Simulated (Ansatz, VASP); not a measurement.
# Two plane-wave programs on Os

The input INCAR:

```
PREC = Accurate
ENCUT = 520
EDIFF = 1E-7
ISMEAR = -1
SIGMA = 0.1
LREAL = False
LASPH = True
NELM = 60
ALGO = Normal
ISIF = 2
LWAVE = False
LCHARG = False
GGA = RP
NBANDS = 10
```

File KPOINTS:

```
regular mesh
0
Gamma
  14 14 14
```

POSCAR

```
Os
1.0
    2.5683813790      0.0000000000      0.0000000000
    0.0000000000      2.5683813790      0.0000000000
    0.0000000000      0.0000000000      2.5683813790
Os
1
Direct
    0.0000000000      0.0000000000      0.0000000000
```

Input for Ansatz:

```yaml
crystal:
  lattice:
    - [2.568381379, 0.0, 0.0]
    - [0.0, 2.568381379, 0.0]
    - [0.0, 0.0, 2.568381379]
  atoms:
    - { symbol: Os, position: [0.0, 0.0, 0.0] }
hamiltonian:
  xc: rpbe
  pseudopotentials:
    kind: paw
    azcp:
      Os: "pseudopotentials/Os.paw.azcp"
basis:
  ecutwfc: 420
  fft_grid_basis: typed
kpoints:
  mp_grid: { grid: [14, 14, 14], shift: [0, 0, 0] }
magnetization:
  spin_polarized: false
scf:
  occupations: { method: fermi_dirac, width: 0.1 }
  lower_state_search: "off"
output:
  stress: true
```

Alike in both runs: task single point; functional RPBE; k mesh 14 × 14 × 14; occupations fermi-dirac, width 0.1 eV; no spin polarisation.

```csv
,VASP,Ansatz
version,VASP 6.6.1,Ansatz 0.2.0
potentials or method,"VASP PAW PBE potentials, release 64 (Os), cutoff 520 eV","plane waves (420 eV) with PAW, scalar-relativistic"
valence electrons in the cell,8,16
```

Ansatz gave:

| Item | Value |
| --- | --- |
| pressure (GPa) | 0.4 |

What did VASP give for the same quantities?

Pressure (GPa): -0.1.

VASP's potentials were made for PBE, not for RPBE. With one functional, cell and mesh, what is left measures potentials, basis and numerics. VASP's potentials hold 8 valence electrons a cell and Ansatz's 16, so a difference there can come from the potentials and not from the codes.

Neither program's run includes spin-orbit coupling.
